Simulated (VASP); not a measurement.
# MoS2 (R3m) in VASP: a series of runs

Runs on MoS2. Level: BLYP. Tasks: single point.

Everything below comes from runs of VASP 6.6.1. Logs are shortened: lines on timing, memory, paths and dates and some standing lists are left out, and cuts for length are marked.

### 1 The cell of the first run

Symmetry: R3m, No. 160, trigonal system. The conventional cell has a = 3.259 Å, b = 3.259 Å, c = 22.464 Å, α = 90.00°, β = 90.00°, γ = 120.00°. Mo (site symmetry 3m) has 6 S at 2.45 Å and 6 Mo at 3.26 Å within 3.3 Å. S (site symmetry 3m) has 3 Mo at 2.45 Å and 7 S at 3.13 to 3.26 Å within 3.3 Å. S (site symmetry 3m) has 3 Mo at 2.45 Å and 7 S at 3.13 to 3.26 Å within 3.3 Å.

### 2 Single point, BLYP, collinear spin (22.96 Å³/atom)

The input, INCAR:

```
SYSTEM = MoS2
PREC     = Accurate       ! precision mode
ENCUT    = 500            ! plane-wave cutoff, eV
EDIFF    = 1E-6           ! SCF threshold, eV
ISMEAR   = 0              ! smearing method
SIGMA    = 0.05           ! smearing width, eV
LREAL    = .FALSE.        ! projectors in reciprocal space
LASPH    = .TRUE.         ! aspherical terms in the spheres
NELM     = 200            ! most SCF steps
ALGO     = Normal         ! electronic algorithm
ISIF     = 2              ! what is computed and relaxed
LWAVE    = .FALSE.        ! write WAVECAR
LCHARG   = .FALSE.        ! write CHGCAR
ISPIN    = 2              ! spin polarisation
MAGMOM   = 0.05 0 0       ! initial moments
LORBIT   = 11             ! projections on sites
LMAXMIX  = 4              ! l up to which the mixer works
GGA      = B5             ! functional
ALDAX    = 1.0          
AGGAX    = 1.0          
AGGAC    = 1.0          
ALDAC    = 0.0          
NBANDS   = 24             ! bands
GGA_COMPAT= .FALSE.
```

The input, KPOINTS:

```
Automatic mesh
0
G
  8 8 8
  0 0 0
```

The input, POSCAR:

```
MoS2
1.0
    1.6294046708      0.9407372253      7.4878556451
   -1.6294046708      0.9407372253      7.4878556451
    0.0000000000     -1.8814744507      7.4878556451
Mo S
1 2
Direct
   -0.0000106879     -0.0000106879     -0.0000106879
    0.7363677633      0.7363677633      0.7363677633
    0.5969429242      0.5969429242      0.5969429242
```

Potentials or basis: VASP PAW PBE potentials, release 64 (Mo_sv, S).

Started as:

```
$ cat potpaw_PBE.64/Mo_sv/POTCAR potpaw_PBE.64/S/POTCAR > POTCAR
$ mpirun -np 1 vasp_std > vasp.out
```

OUTCAR:

```text
SYSTEM = MoS2
   PREC = Accurate
   ENCUT = 500
   EDIFF = 1E-6
   ISMEAR = 0
   LREAL = .FALSE.
   LASPH = .TRUE.
   NELM = 200
   ISIF = 2
   ISPIN = 2
   LORBIT = 11
   GGA = B5

 ion  position               nearest neighbor table
   1  1.000  1.000  1.000-   2 2.45   2 2.45   2 2.45   3 2.45   3 2.45   3 2.45
   2  0.736  0.736  0.736-   1 2.45   1 2.45   1 2.45
   3  0.597  0.597  0.597-   1 2.45   1 2.45   1 2.45

  LATTYP: Found a trigonal (rhomboedric) cell.
 ALAT       =     7.7206170913
 COS(alpha) =     0.9109192465

  Lattice vectors:

 A1 = (   1.6294046708,   0.9407372253,   7.4878556451)
 A2 = (  -1.6294046708,   0.9407372253,   7.4878556451)
 A3 = (   0.0000000000,  -1.8814744507,   7.4878556451)

Analysis of symmetry for initial positions (statically):
=====================================================================
 Subroutine PRICEL returns:
 Original cell was already a primitive cell.

 Routine SETGRP: Setting up the symmetry group for a
 trigonal (rhombohedral) supercell.

 Subroutine GETGRP returns: Found  6 space group operations
 (whereof  6 operations were pure point group operations)
 out of a pool of 12 trial point group operations.

The static configuration has the point symmetry C_3v.

Analysis of symmetry for dynamics (positions and initial velocities):
=====================================================================
 Subroutine PRICEL returns:
 Original cell was already a primitive cell.

 Routine SETGRP: Setting up the symmetry group for a
 trigonal (rhombohedral) supercell.

 Subroutine GETGRP returns: Found  6 space group operations
 (whereof  6 operations were pure point group operations)
 out of a pool of 12 trial point group operations.

The dynamic configuration has the point symmetry C_3v.

Analysis of structural, dynamic, and magnetic symmetry:
=====================================================================
 Subroutine PRICEL returns:
 Original cell was already a primitive cell.

 Routine SETGRP: Setting up the symmetry group for a
 trigonal (rhombohedral) supercell.

 Subroutine GETGRP returns: Found  6 space group operations
 (whereof  6 operations were pure point group operations)
 out of a pool of 12 trial point group operations.

The overall configuration has the point symmetry C_3v.

 Subroutine INISYM returns: Found  6 space group operations
 (whereof  6 operations are pure point group operations),
[... 121 lines left out ...]
  Thomas-Fermi vector in A             =   2.319455
   LORBIT       =     11    0 simple, 1 ext, 2 COOP (PROOUT), +10 PAW based schemes
   GGA     = B5    functional components
   LHFCALC =     F    Hartree Fock is set to
   AEXX    =    0.0000 exact exchange contribution
   IVDW    =     0    specifies the selected vdW correction
   LEPSILON=     F    determine dielectric tensor
   LRPA    =     F    only Hartree local field effects (RPA)
 spin polarized calculation
 Gauss-broadening in eV      SIGMA  =   0.05
  energy-cutoff  :      500.00
  volume of cell :       68.87
 maximum number of plane-waves:      1766
   NGX = 29   NGY = 29   NGZ = 29

 number of electron      26.0000002 magnetization       0.0001032

 number of electron      26.0000002 magnetization      -0.0000139

 Free energy of the ion-electron system (eV)
  ---------------------------------------------------
  ext. energy  EPLUGINS =         0.00000000
  ---------------------------------------------------
  free energy    TOTEN  =       -19.39122016 eV

  energy without entropy =      -19.39122016  energy(sigma->0) =      -19.39122016

 E-fermi :   5.0666     XC(G=0):  -8.7150

 val. band max:        4.6765710568   @ k =   0.5000   0.5000   0.5000
 cond. band min:       5.9670613023   @ k =  -0.1250   0.5000   0.1250
 fundamental gap:      1.2904902455
 Fermi energy:         5.0665620731

 spin component 1

 k-point     1 :       0.0000    0.0000    0.0000
  band No.  band energies     occupation
      1     -56.4200      1.00000
      2     -30.6217      1.00000
      3     -30.4999      1.00000
      4     -30.4999      1.00000
      5      -9.3720      1.00000
      6      -8.1444      1.00000
[... 637 lines left out ...]
     23      16.3174      0.00000
     24      17.0782      0.00000

 [... further k-points ...]

 spin component 2

 k-point     1 :       0.0000    0.0000    0.0000
  band No.  band energies     occupation
      1     -56.4200      1.00000
      2     -30.6218      1.00000
      3     -30.4999      1.00000
      4     -30.4999      1.00000
      5      -9.3720      1.00000
      6      -8.1444      1.00000
[... 637 lines left out ...]
     23      16.3174      0.00000
     24      17.0789      0.00000

 [... further k-points ...]

------------------------ aborting loop because EDIFF is reached ----------------------------------------

  FORCE on cell =-STRESS in cart. coord.  units (eV):
  Direction    XX          YY          ZZ          XY          YZ          ZX
  --------------------------------------------------------------------------------------
  -------------------------------------------------------------------------------------
  Total        0.1363196      0.1363196      0.1110893      0.0000000     -0.0000000      0.0000000
  in kB        3.1714877      3.1714877      2.5845011      0.0000000     -0.0000000      0.0000000
  external PRESSURE =       2.9758255 kB  Pullay stress =       0.0000000 kB

 VOLUME and BASIS-vectors are now :
 -----------------------------------------------------------------------------
  energy-cutoff  :      500.00
  volume of cell :       68.87
      direct lattice vectors                 reciprocal lattice vectors
     1.629404671  0.940737225  7.487855645     0.306860542  0.177166016  0.044516528
    -1.629404671  0.940737225  7.487855645    -0.306860542  0.177166016  0.044516528
     0.000000000 -1.881474451  7.487855645     0.000000000 -0.354332033  0.044516528

 POSITION                                       TOTAL-FORCE (eV/Angst)
 -----------------------------------------------------------------------------------
      0.00000     -0.00000     22.46333         0.000000      0.000000     -0.000043
      0.00000     -0.00000     16.54145         0.000000     -0.000000      0.002904
      0.00000     -0.00000     13.40947         0.000000      0.000000     -0.002861
 -----------------------------------------------------------------------------------
    total drift:                               -0.000000     -0.000000      0.000023

  FREE ENERGIE OF THE ION-ELECTRON SYSTEM (eV)
  ---------------------------------------------------
  free  energy   TOTEN  =       -19.3912201581 eV

  energy  without entropy=      -19.3912201581  energy(sigma->0) =      -19.39122016

 total charge

# of ion       s       p       d       tot
------------------------------------------
    1        2.273   6.190   3.885  12.348
    2        1.373   2.342   0.000   3.714
    3        1.373   2.342   0.000   3.714
--------------------------------------------------
tot          5.019  10.873   3.885  19.777

 magnetization (x)

# of ion       s       p       d       tot
------------------------------------------
    1        0.000   0.000   0.000   0.000
    2        0.000  -0.000   0.000  -0.000
    3        0.000  -0.000   0.000  -0.000
--------------------------------------------------
tot          0.000  -0.000   0.000   0.000
```

OSZICAR:

```text
N       E                     dE             d eps       ncg     rms          rms(c)
DAV:   1     0.174091796049E+03    0.17409E+03   -0.12275E+04  6424   0.942E+02
DAV:   2    -0.136967491753E+02   -0.18779E+03   -0.18045E+03  7576   0.262E+02
DAV:   3    -0.210995321858E+02   -0.74028E+01   -0.73475E+01  8064   0.487E+01
DAV:   4    -0.211942100876E+02   -0.94678E-01   -0.94658E-01  7264   0.586E+00
DAV:   5    -0.211962372889E+02   -0.20272E-02   -0.20271E-02  8208   0.836E-01    0.205E+01
DAV:   6    -0.199855329700E+02    0.12107E+01   -0.13326E+01  6424   0.184E+01    0.860E+00
DAV:   7    -0.194975024431E+02    0.48803E+00   -0.52295E+00  6320   0.112E+01    0.532E+00
DAV:   8    -0.193928230142E+02    0.10468E+00   -0.53065E-01  7792   0.373E+00    0.168E+00
DAV:   9    -0.193925976695E+02    0.22534E-03   -0.22673E-02  7368   0.835E-01    0.580E-01
DAV:  10    -0.193913208670E+02    0.12768E-02   -0.87917E-03  7920   0.520E-01    0.171E-01
DAV:  11    -0.193912607201E+02    0.60147E-04   -0.50643E-04  7600   0.129E-01    0.599E-02
DAV:  12    -0.193912248233E+02    0.35897E-04   -0.17313E-04  7928   0.710E-02    0.281E-02
DAV:  13    -0.193912195694E+02    0.52539E-05   -0.26366E-05  7344   0.256E-02    0.185E-02
DAV:  14    -0.193912201581E+02   -0.58872E-06   -0.56209E-06  7736   0.144E-02
   1 F= -.19391220E+02 E0= -.19391220E+02  d E =-.208593E-30  mag=    -0.0000
```

It took 23 min on 1 thread of Oxide Virtual Turin-like, shared host; peak memory 0.58 GiB.

Results:

| Property | Result |
| --- | --- |
| Free energy | -19.3912 eV |
| Pressure | 0.3 GPa |
| Band gap on the k mesh | 1.29 eV (least direct gap 1.76 eV) |
| Net moment | 0.00 μB per cell |
| Valence electrons inside the program's atomic spheres | Mo 12.35; S 3.71 |

Forces in eV/Å, atoms in the order of the input:
```
Mo   0.000  0.000  0.000
S    0.000  0.000  0.003
S    0.000  0.000 -0.003
```

Caveat: the PAW data sets were made with another functional, which shifts forces and pressure a little. As with any semilocal functional, this BLYP gap is likely too small.

### 3 Single point, BLYP, collinear spin (24.85 Å³/atom)

This run uses another cell than the first one, of 24.85 Å³/atom.

The input, INCAR:

```
SYSTEM = MoS2
PREC = Accurate
ENCUT = 500
EDIFF = 1E-6
ISMEAR = 0
SIGMA = 0.05
LREAL = .False.
LASPH = .True.
NELM = 200
ALGO = Normal
ISIF = 2
LWAVE = .False.
LCHARG = .False.
ISPIN = 2
MAGMOM = 0.05 0 0
LORBIT = 11
LMAXMIX = 4
GGA = B5
ALDAX = 1.0
AGGAX = 1.0
AGGAC = 1.0
ALDAC = 0.0
NBANDS = 24
GGA_COMPAT = .False.
```

The input, KPOINTS:

```
regular mesh
0
Gamma
  8 8 8
  0 0 0
```

The input, POSCAR:

```
MoS2
1.0
    1.6302909919      0.9412489430      8.0969040731
   -1.6302909919      0.9412489430      8.0969040731
    0.0000000000     -1.8824978860      8.0969040731
Mo S
1 2
Direct
   -0.0000110415     -0.0000110415     -0.0000110415
    0.7311304485      0.7311304485      0.7311304485
    0.6021805926      0.6021805926      0.6021805926
```

Potentials or basis: VASP PAW PBE potentials, release 64 (Mo_sv, S).

Started as:

```
$ cat potpaw_PBE.64/Mo_sv/POTCAR potpaw_PBE.64/S/POTCAR > POTCAR
$ mpirun -np 1 vasp_std > vasp.out
```

It took 29 min on 1 thread of Oxide Virtual Turin-like, shared host; peak memory 0.75 GiB.

The run converged. Its results:

| Quantity | Value |
| --- | --- |
| Free energy | -19.3988 eV |
| Pressure | 0.1 GPa |
| Band gap on the k mesh | 1.37 eV (least direct gap 1.75 eV) |
| Net moment | 0.00 μB per cell |
| Valence electrons inside the program's atomic spheres | Mo 12.35; S 3.71 |

Stress tensor (GPa, compression positive):
```
0.14 0.00 0.00
0.00 0.14 0.00
0.00 0.00 0.06
```

Levels at points of the mesh, in eV from the valence-band top:
Spin up:
```csv
k point,band 10,band 11,band 12,band 13,band 14,band 15,band 16,band 17
"(0.00, 0.00, 0.00)",-1.78,-1.78,-1.69,-0.18,2.34,2.34,2.54,2.54
"(0.50, 0.00, 0.00)",-3.28,-1.93,-1.30,-0.73,1.73,2.21,3.50,3.80
"(0.50, 0.50, 0.00)",-3.28,-1.97,-1.30,-0.71,1.73,2.22,3.44,3.81
"(0.50, 0.50, 0.50)",-1.95,-1.78,-1.78,0.00,2.34,2.34,2.54,2.54
```
Spin down:
```tsv
k point	band 11	band 12	band 13	band 14	band 15	band 16
(0.00, 0.00, 0.00)	-1.78	-1.69	-0.18	2.34	2.34	2.54
(0.50, 0.00, 0.00)	-1.93	-1.30	-0.73	1.73	2.21	3.50
(0.50, 0.50, 0.00)	-1.97	-1.30	-0.71	1.73	2.22	3.44
(0.50, 0.50, 0.50)	-1.78	-1.78	0.00	2.34	2.34	2.54
```

Caveat: the PAW data sets were made with another functional, which shifts forces and pressure a little.

### 4 Single point, BLYP, collinear spin (25.75 Å³/atom)

This run uses another cell than the first one, of 25.75 Å³/atom.

The input, INCAR:

```
SYSTEM = MoS2
PREC     = Accurate       ! precision mode
ENCUT    = 500            ! plane-wave cutoff, eV
EDIFF    = 1E-6           ! SCF threshold, eV
ISMEAR   = 0              ! smearing method
SIGMA    = 0.05           ! smearing width, eV
LREAL    = .FALSE.        ! projectors in reciprocal space
LASPH    = .TRUE.         ! aspherical terms in the spheres
NELM     = 200            ! most SCF steps
ALGO     = Normal         ! electronic algorithm
ISIF     = 2              ! what is computed and relaxed
LWAVE    = .FALSE.        ! write WAVECAR
LCHARG   = .FALSE.        ! write CHGCAR
ISPIN    = 2              ! spin polarisation
MAGMOM   = 0.05 0 0       ! initial moments
LORBIT   = 11             ! projections on sites
LMAXMIX  = 4              ! l up to which the mixer works
GGA      = B5             ! functional
ALDAX    = 1.0          
AGGAX    = 1.0          
AGGAC    = 1.0          
ALDAC    = 0.0          
NBANDS   = 24             ! bands
GGA_COMPAT= .FALSE.
```

The input, KPOINTS:

```
Automatic mesh
0
G
  8 8 8
  0 0 0
```

The input, POSCAR:

```
MoS2
1.0
    1.6304428425      0.9413366140      8.3875548805
   -1.6304428425      0.9413366140      8.3875548805
    0.0000000000     -1.8826732280      8.3875548805
Mo S
1 2
Direct
   -0.0000110669     -0.0000110669     -0.0000110669
    0.7288816436      0.7288816436      0.7288816436
    0.6044294229      0.6044294229      0.6044294229
```

Started as:

```
$ cat potpaw_PBE.64/Mo_sv/POTCAR potpaw_PBE.64/S/POTCAR > POTCAR
$ mpirun -np 1 vasp_std > vasp.out
```

Run time: 32 min. Hardware: 1 thread of Oxide Virtual Turin-like, shared host; peak memory 0.76 GiB.

Results (log left out):

* Free energy: -19.4010 eV
* Pressure: 0.1 GPa
* Largest force: 0.006 eV/Å
* Band gap on the k mesh: 1.39 eV (least direct gap 1.75 eV)
* Net moment: 0.00 μB per cell
* Valence electrons inside the program's atomic spheres: Mo 12.35; S 3.71

Forces on the atoms (eV/Å):
```
Mo   0.000  0.000  0.000
S    0.000  0.000  0.006
S    0.000  0.000 -0.006
```

Levels at points of the mesh, in eV from the valence-band top:
Spin up:
| k point | band 10 | band 11 | band 12 | band 13 | band 14 | band 15 | band 16 | band 17 |
| --- | --- | --- | --- | --- | --- | --- | --- | --- |
| (0.00, 0.00, 0.00) | -1.76 | -1.76 | -1.70 | -0.13 | 2.36 | 2.36 | 2.57 | 2.57 |
| (0.50, 0.00, 0.00) | -3.26 | -1.91 | -1.28 | -0.70 | 1.75 | 2.24 | 3.51 | 3.83 |
| (0.50, 0.50, 0.00) | -3.26 | -1.93 | -1.28 | -0.69 | 1.75 | 2.24 | 3.47 | 3.84 |
| (0.50, 0.50, 0.50) | -1.88 | -1.76 | -1.76 | 0.00 | 2.36 | 2.36 | 2.57 | 2.57 |
Spin down:
```
           k point  band 11  band 12  band 13  band 14  band 15  band 16
(0.00, 0.00, 0.00)    -1.76    -1.70    -0.13     2.36     2.36     2.57
(0.50, 0.00, 0.00)    -1.91    -1.28    -0.70     1.75     2.24     3.51
(0.50, 0.50, 0.00)    -1.93    -1.28    -0.69     1.75     2.24     3.47
(0.50, 0.50, 0.50)    -1.76    -1.76     0.00     2.36     2.36     2.57
```

Caveat: the PAW data sets were made with another functional, which shifts forces and pressure a little. A k mesh can miss the band edges.

### 5 Overview

| cell | gap on the mesh (eV) | pressure (GPa) | moment (μB) |
| --- | --- | --- | --- |
| a = 7.721 Å, angles 24.4°, 3 atoms, atomic positions A | 1.29 | 0.3 | 0.00 |
| a = 8.313 Å, angles 22.6°, 3 atoms, atomic positions B | 1.37 | 0.1 | 0.00 |
| a = 8.596 Å, angles 21.9°, 3 atoms, atomic positions C | 1.39 | 0.1 | 0.00 |

Alike in all rows: task single point; level BLYP; potentials or basis VASP PAW PBE potentials, release 64 (Mo_sv, S); spin collinear; k mesh 8 × 8 × 8; cutoff (eV) 500; smearing gaussian 0.05 eV.

Caveats: the PAW data sets were made with another functional, which shifts forces and pressure a little.

Absolute energies hang on the potentials; compare differences alone.
